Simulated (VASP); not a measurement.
Wanted: the native input for a VASP 6.6.1 run.

```
Task                   : single point
Functional             : PBE
Potentials or basis    : VASP PAW PBE potentials, release 64 (Zn, S)
Cutoff                 : 520 eV
k mesh                 : 14 × 14 × 14
Occupations            : fermi-dirac, width 0.08 eV
Spin                   : no spin polarisation
Dipole correction      : no
Further INCAR settings : ALGO = Normal; EDIFF = 1e-07; NBANDS = 16
```

The structure of ZnS (rocksalt type) lies in POSCAR:

```
ZnS
1.0
    0.0000000000      2.4996690121      2.4996690121
    2.4996690121      0.0000000000      2.4996690121
    2.4996690121      2.4996690121      0.0000000000
Zn S
1 1
Direct
    0.0000000000      0.0000000000      0.0000000000
    0.5000000000      0.5000000000      0.5000000000
```

This cell differs from its parent crystal: volume scaled by 0.94.

These files were run (other wordings do the same):

INCAR

```
SYSTEM = ZnS
PREC     = Accurate       ! precision mode
ENCUT    = 520            ! plane-wave cutoff, eV
EDIFF    = 1E-7           ! SCF threshold, eV
ISMEAR   = -1             ! smearing method
SIGMA    = 0.08           ! smearing width, eV
LREAL    = .False.        ! projectors in reciprocal space
LASPH    = .True.         ! aspherical terms in the spheres
NELM     = 100            ! most SCF steps
ALGO     = Normal         ! electronic algorithm
ISIF     = 2              ! what is computed and relaxed
LWAVE    = .False.        ! write WAVECAR
LCHARG   = .True.         ! write CHGCAR
GGA      = PE             ! functional
LELF     = .True.         ! ELF
LVHAR    = .True.       
NBANDS   = 16             ! bands
```

KPOINTS

```
regular mesh
0
Gamma
  14 14 14
  0 0 0
```

Potentials or basis: VASP PAW PBE potentials, release 64 (Zn, S).

Run with:

```sh
$ cat potpaw_PBE.64/Zn/POTCAR potpaw_PBE.64/S/POTCAR > POTCAR
$ mpirun -np 1 vasp_std > vasp.out
```

Results of the run:

The pressure is 6.3 GPa. The band gap on the k mesh is zero (band 9 reaches 4.47 eV, above the bottom of band 10 at 4.17 eV).

It took 22 s on 1 thread of Intel(R) Xeon(R) 6975P-C (Granite Rapids), with other jobs on the host, peak memory 0.18 GiB.
